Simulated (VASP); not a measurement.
# Ta3N (P-3m1) in VASP: a series of runs, part 2 of 2

VASP 6.6.1.

### 3 Single point, LDA

This run uses another cell than the first one, of 12.94 Å³/atom.

Input file INCAR:

```
SYSTEM = Ta3N
  ALGO = Normal
  EDIFF = 1E-6
  ENCUT = 700
  GGA = CA
  GGA_COMPAT = .FALSE.
  ISIF = 2
  ISMEAR = -1
  LASPH = .TRUE.
  LCHARG = .FALSE.
  LREAL = .FALSE.
  LWAVE = .FALSE.
  NBANDS = 30
  NELM = 120
  PREC = Accurate
  SIGMA = 0.05
```

Input file KPOINTS:

```
k-points
0
G
  7 7 3
  0 0 0
```

Input file POSCAR:

```
Ta3N
1.0
    2.8592440168      0.0000000000      0.0000000000
   -1.4296220084      2.4761779542      0.0000000000
    0.0000000000      0.0000000000      7.3090829697
Ta N
3 1
Direct
    0.6666666667      0.3333333333      0.8217303442
    0.3333333333      0.6666666667      0.1782696558
    0.0000000000      0.0000000000      0.5000000000
    0.0000000000      0.0000000000      0.0000000000
```

Potentials or basis: VASP PAW LDA potentials, release 64 (Ta_sv_GW, N).

Command:

```sh
$ cat potpaw_LDA.64/Ta_sv_GW/POTCAR potpaw_LDA.64/N/POTCAR > POTCAR
$ mpirun -np 1 vasp_std > vasp.out
```

OUTCAR:

```text
SYSTEM = Ta3N
   EDIFF = 1E-6
   ENCUT = 700
   GGA = CA
   ISIF = 2
   ISMEAR = -1
   LASPH = .TRUE.
   LREAL = .FALSE.
   NELM = 120
   PREC = Accurate

 ion  position               nearest neighbor table
   1  0.667  0.333  0.822-   4 2.10   4 2.10   4 2.10   3 2.87   3 2.87   3 2.87   2 3.08   2 3.08
                             2 3.08
   2  0.333  0.667  0.178-   4 2.10   4 2.10   4 2.10   3 2.87   3 2.87   3 2.87   1 3.08   1 3.08
                             1 3.08
   3  0.000  0.000  0.500-   1 2.87   2 2.87   1 2.87   2 2.87   1 2.87   2 2.87
   4  0.000  0.000  0.000-   1 2.10   2 2.10   1 2.10   2 2.10   1 2.10   2 2.10

  LATTYP: Found a hexagonal cell.
 ALAT       =     2.8592440168
[... 853 lines left out ...]
  -------------------------------------------------------------------------------------
  Total        9.9862556      9.9862556      9.9818877      0.0000000     -0.0000000      0.0000000
  in kB      309.1842027    309.1842027    309.0489665      0.0000000     -0.0000000      0.0000000
  external PRESSURE =     309.1391240 kB  Pullay stress =       0.0000000 kB

 VOLUME and BASIS-vectors are now :
 -----------------------------------------------------------------------------
  energy-cutoff  :      700.00
  volume of cell :       51.75
      direct lattice vectors                 reciprocal lattice vectors
     2.859244017  0.000000000  0.000000000     0.349742797  0.201924098  0.000000000
    -1.429622008  2.476177954  0.000000000     0.000000000  0.403848196  0.000000000
     0.000000000  0.000000000  7.309082970     0.000000000  0.000000000  0.136816069

 POSITION                                       TOTAL-FORCE (eV/Angst)
 -----------------------------------------------------------------------------------
      1.42962      0.82539      6.00610        -0.000000     -0.000000     -0.057348
     -0.00000      1.65079      1.30299        -0.000000      0.000000      0.057348
      0.00000      0.00000      3.65454         0.000000      0.000000      0.000000
      0.00000      0.00000      0.00000         0.000000      0.000000      0.000000
 -----------------------------------------------------------------------------------
    total drift:                                0.000000      0.000000      0.000000

  FREE ENERGIE OF THE ION-ELECTRON SYSTEM (eV)
  ---------------------------------------------------
  free  energy   TOTEN  =       -56.8547893060 eV

  energy  without entropy=      -56.8206227245  energy(sigma->0) =      -56.83770602
```

OSZICAR:

```text
N       E                     dE             d eps       ncg     rms          rms(c)
DAV:   1     0.456609687667E+03    0.45661E+03   -0.32796E+04  1200   0.189E+03
DAV:   2    -0.302675697716E+02   -0.48688E+03   -0.47409E+03  1520   0.453E+02
DAV:   3    -0.609327731207E+02   -0.30665E+02   -0.30183E+02  1588   0.105E+02
DAV:   4    -0.620756204234E+02   -0.11428E+01   -0.11418E+01  1514   0.182E+01
DAV:   5    -0.620864405796E+02   -0.10820E-01   -0.10814E-01  1566   0.199E+00    0.139E+02
DAV:   6    -0.573788713674E+02    0.47076E+01   -0.18988E+01  1348   0.216E+01    0.122E+02
DAV:   7    -0.575112620604E+02   -0.13239E+00   -0.84416E+00  1392   0.144E+01    0.234E+01
DAV:   8    -0.572257106176E+02    0.28555E+00   -0.81588E+00  1536   0.102E+01    0.223E+01
DAV:   9    -0.568878728237E+02    0.33784E+00   -0.13810E+00  1494   0.471E+00    0.260E+01
DAV:  10    -0.568641523900E+02    0.23720E-01   -0.13323E-01  1500   0.185E+00    0.893E+00
DAV:  11    -0.568590040996E+02    0.51483E-02   -0.17563E-02  1420   0.868E-01    0.125E+01
DAV:  12    -0.568561221811E+02    0.28819E-02   -0.17612E-02  1568   0.597E-01    0.105E+01
DAV:  13    -0.568547953668E+02    0.13268E-02   -0.50014E-03  1402   0.429E-01    0.193E+00
DAV:  14    -0.568547893205E+02    0.60463E-05   -0.29705E-04  1516   0.934E-02    0.127E+00
DAV:  15    -0.568547893060E+02    0.14565E-07   -0.93570E-06  1388   0.194E-02
   1 F= -.56854789E+02 E0= -.56837706E+02  d E =-.341666E-01
```

It took 47 s on 1 thread of Intel Xeon Platinum 8375C at 2.90GHz (Ice Lake), shared host; peak memory 0.2 GiB.

What came out:

```yaml
Free_energy: -56.8548 eV
Pressure: 30.9 GPa
Largest_force: 0.057 eV/Å
Band_gap_on_the_k_mesh: zero (bands 22 and 23 overlap by 0.65 eV)
```

Forces on the atoms (eV/Å):
```
Ta   0.000  0.000 -0.057
Ta   0.000  0.000  0.057
Ta   0.000  0.000  0.000
N    0.000  0.000  0.000
```

Caveat: the k points lie up to 0.36 Å⁻¹ apart, too coarse for converged energies and pressures of a metal; spin-orbit coupling is left out, which moves the levels of the heavy elements.

### 4 Single point, PBE-based global hybrid with 25 % exact exchange

Input file POSCAR:

```
Ta3N
1.0
    3.0322239879      0.0000000000      0.0000000000
   -1.5161119940      2.6259830035      0.0000000000
    0.0000000000      0.0000000000      7.5241370000
Ta N
3 1
Direct
    0.6666666667      0.3333333333      0.8260700000
    0.3333333333      0.6666666667      0.1739300000
    0.0000000000      0.0000000000      0.5000000000
    0.0000000000      0.0000000000      0.0000000000
```

Input file INCAR.step1:

```
SYSTEM = Ta3N
ALGO = Normal ; EDIFF = 1E-5
ENCUT = 520 ; GGA = PE
ISIF = 2 ; ISMEAR = -1
LASPH = .True. ; LCHARG = .False.
LREAL = .False. ; LWAVE = .True.
NBANDS = 27 ; NELM = 80
PREC = Accurate ; SIGMA = 0.05
```

Input file INCAR.step2:

```
SYSTEM = Ta3N
AEXX = 0.25 ; ALGO = Normal
EDIFF = 1E-6 ; ENCUT = 520
GGA = PE ; ISIF = 2
ISMEAR = -1 ; ISTART = 1
LASPH = .True. ; LCHARG = .False.
LHFCALC = .True. ; LREAL = .False.
LWAVE = .False. ; NBANDS = 27
NELM = 80 ; PREC = Accurate
PRECFOCK = Normal ; SIGMA = 0.05
```

Input file KPOINTS:

```
k-points
0
Gamma
  6 6 2
  0 0 0
```

Potentials or basis: VASP PAW PBE potentials, release 64 (Ta_pv, N).

Command:

```sh
$ cat potpaw_PBE.64/Ta_pv/POTCAR potpaw_PBE.64/N/POTCAR > POTCAR
$ cp INCAR.step1 INCAR
$ mpirun -np 1 vasp_std > vasp.out
$ cp INCAR.step2 INCAR
$ mpirun -np 1 vasp_std > vasp.out
```

Wall time 2.3 h (1 thread of Oxide Virtual Turin-like, shared host); peak memory 0.17 GiB.

The run converged. Its results:

* Free energy: -56.9915 eV
* Pressure: -5.9 GPa
* Largest force: 0.449 eV/Å
* Band gap on the k mesh: zero (bands 19 and 20 overlap by 0.97 eV)

Forces on the atoms (eV/Å):
```
Ta   0.000  0.000  0.449
Ta   0.000  0.000 -0.449
Ta   0.000  0.000  0.000
N    0.000  0.000  0.000
```

Stress tensor (GPa, compression positive):
```
-8.68  0.00  0.00
 0.00 -8.68  0.00
 0.00  0.00 -0.45
```

Levels at points of the mesh, in eV from the Fermi level:
| k point | band 17 | band 18 | band 19 | band 20 | band 21 | band 22 |
| --- | --- | --- | --- | --- | --- | --- |
| (0.00, 0.00, 0.00) | -0.67 | -0.57 | -0.57 | 1.04 | 1.04 | 1.44 |
| (0.50, 0.00, 0.00) | -2.01 | -0.92 | 0.49 | 1.02 | 1.53 | 4.53 |
| (0.00, 0.00, 0.50) | -1.70 | -0.36 | -0.36 | 1.36 | 1.36 | 1.80 |
| (0.50, 0.00, 0.50) | -2.14 | -1.85 | 0.21 | 1.56 | 2.18 | 3.36 |

Caveat: the k points lie up to 0.42 Å⁻¹ apart, too coarse for converged energies and pressures of a metal; the PAW data sets were made with another functional, which shifts forces and pressure a little; spin-orbit coupling is left out, which moves the levels of the heavy elements.

### 5 Overview

```csv
task,level,potentials or basis,U,cell,k mesh,cutoff (eV),grid for exact exchange (PRECFOCK),share of exact exchange,gap on the mesh (eV),pressure (GPa),largest force (eV/Å)
relaxation of cell and atoms,PBEsol+U,"VASP PAW PBE potentials, release 64 (Ta_pv, N)",Ta d U = 8.0 eV,"relaxed from a = 3.032, b = 3.032, c = 7.524 Å, angles 90.0, 90.0, 120.0°, 4 atoms, atomic positions A",10 × 10 × 4,600,-,-,none,0.0,-
single point,LDA,"VASP PAW LDA potentials, release 64 (Ta_sv_GW, N)",-,"a = 2.859, b = 2.859, c = 7.309 Å, angles 90.0, 90.0, 120.0°, 4 atoms, atomic positions B",7 × 7 × 3,700,-,-,none,30.9,0.06
single point,PBE-based global hybrid with 25 % exact exchange,"VASP PAW PBE potentials, release 64 (Ta_pv, N)",-,"a = 3.032, b = 3.032, c = 7.524 Å, angles 90.0, 90.0, 120.0°, 4 atoms, atomic positions A",6 × 6 × 2,520,Normal,0.25,none,-5.9,0.45
```

Alike in all rows: no spin polarisation; smearing fermi-dirac 0.05 eV.

Caveats: some runs use coarse meshes; spin-orbit coupling is left out, which moves the levels of the heavy elements; the PAW data sets were made with another functional, which shifts forces and pressure a little (at least some runs); U without spin polarisation on a metal has little footing (at least some runs).

Absolute energies hang on the potentials; compare differences alone.
